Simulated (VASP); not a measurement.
The system is TiO2.

```
Ti O
1.0
     9.45900    0.00000    0.00000
     0.00000    2.95850    0.00000
     0.00000    0.00000    4.90220
Ti O
4 8
Direct
  0.63690 0.25000 0.56463
  0.36310 0.75000 0.43537
  0.86310 0.75000 0.06463
  0.13690 0.25000 0.93537
  0.47240 0.25000 0.29160
  0.52760 0.75000 0.70840
  0.02760 0.75000 0.79160
  0.97240 0.25000 0.20840
  0.76630 0.25000 0.86350
  0.23370 0.75000 0.13650
  0.73370 0.75000 0.36350
  0.26630 0.25000 0.63650
```

```yaml
Program: VASP 6.6.1
Task: relaxation of cell and atoms
Functional: AM05
Potentials_or_basis: VASP PAW PBE potentials, release 64 (Ti_sv_GW, O_GW)
Cutoff: 630 eV
k_mesh: 3 × 8 × 5
Occupations: gaussian, width 0.03 eV
Spin: no spin polarisation
```

At the start: pressure -4.9 GPa; volume 11.43 Å³/atom.

Problem. How do energy, volume and symmetry change on relaxing?

Solution. Over 25 steps the energy falls by 7.0 meV/atom and the volume is 11.33 Å³/atom (-0.9 %); space group Pnma (No. 62, to 0.1 Å) before and after.

Step by step:
```
step  energy change (eV)  largest force (eV/Å)  pressure (GPa)  volume (Å³)
   1              0.0000                0.6977           -4.92       137.19
   2              0.0959                0.8076            9.62       130.34
   3             -0.0685                0.1455            0.38       134.42
   4             -0.0685                0.1461            0.49       134.37
   5             -0.0761                0.1045            0.40       134.71
   6             -0.0797                0.0950            0.29       135.16
   7             -0.0849                0.0810           -0.15       135.80
   8             -0.0856                0.1292           -0.35       136.12
   9             -0.0883                0.0339            0.14       136.05
  10             -0.0883                0.0329            0.11       136.05
  11             -0.0886                0.0310           -0.18       136.21
  12             -0.0886                0.0277           -0.16       136.20
  13             -0.0888                0.0131           -0.08       136.15
  14             -0.0888                0.0120           -0.03       136.12
  15             -0.0888                0.0128           -0.02       136.12
  16             -0.0889                0.0089            0.00       136.09
  17             -0.0889                0.0130            0.02       136.07
  18             -0.0889                0.0157            0.02       136.06
  19             -0.0890                0.0078           -0.01       136.06
  20             -0.0890                0.0076           -0.02       136.06
  21             -0.0890                0.0119           -0.04       136.06
  22             -0.0890                0.0083           -0.03       136.06
  23             -0.0890                0.0071           -0.01       136.02
  24             -0.0891                0.0049            0.03       135.95
  25             -0.0840                0.0048            0.02       135.95
```

Final structure:
```yaml
crystal:
  lattice:
    - [9.41477, 0.00000, 0.00000]
    - [0.00000, 2.94411, 0.00000]
    - [0.00000, 0.00000, 4.90465]
  atoms:
    - { symbol: Ti, position: [0.63735, 0.25000, 0.57324] }
    - { symbol: Ti, position: [0.36265, 0.75000, 0.42676] }
    - { symbol: Ti, position: [0.86265, 0.75000, 0.07324] }
    - { symbol: Ti, position: [0.13735, 0.25000, 0.92676] }
    - { symbol: O, position: [0.46990, 0.25000, 0.29669] }
    - { symbol: O, position: [0.53010, 0.75000, 0.70331] }
    - { symbol: O, position: [0.03010, 0.75000, 0.79669] }
    - { symbol: O, position: [0.96990, 0.25000, 0.20331] }
    - { symbol: O, position: [0.76764, 0.25000, 0.86147] }
    - { symbol: O, position: [0.23236, 0.75000, 0.13853] }
    - { symbol: O, position: [0.73236, 0.75000, 0.36147] }
    - { symbol: O, position: [0.26764, 0.25000, 0.63853] }
```

Caveat: the PAW data sets were made with another functional, which shifts forces and pressure a little.
